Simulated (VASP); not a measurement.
HgTe:

```
Hg Te
1.0
    -0.08700    3.28920    3.28920
     3.28920   -0.08700    3.28920
     3.20220    3.20220    0.00000
Hg Te
1 1
Direct
  0.99442 0.99442 0.00558
  0.25558 0.25558 0.24442
```

This cell differs from its parent crystal: shear xy strain -5.3%.

Base run:

```yaml
Program: VASP 6.6.1
Functional: PBE
Potentials_or_basis: VASP PAW PBE potentials, release 64 (Hg, Te)
Cutoff: 520 eV
k_mesh: 6 × 6 × 6
Occupations: fermi-dirac, width 0.02 eV
Spin: no spin polarisation
```

Its results: band gap on the k mesh 0.11 eV; pressure 1.3 GPa; largest force 0.009 eV/Å.

Q: The run is repeated on the same cell with these changes: functional from PBE to r2SCAN. What comes out?

A: Band gap on the k mesh 0.10 eV; pressure 0.0 GPa; largest force 0.004 eV/Å.

Caveats: spin-orbit coupling is left out, which moves the levels of the heavy elements; the PAW data sets were made with another functional, which shifts forces and pressure a little (at least some runs).

A k mesh can miss the band edges.
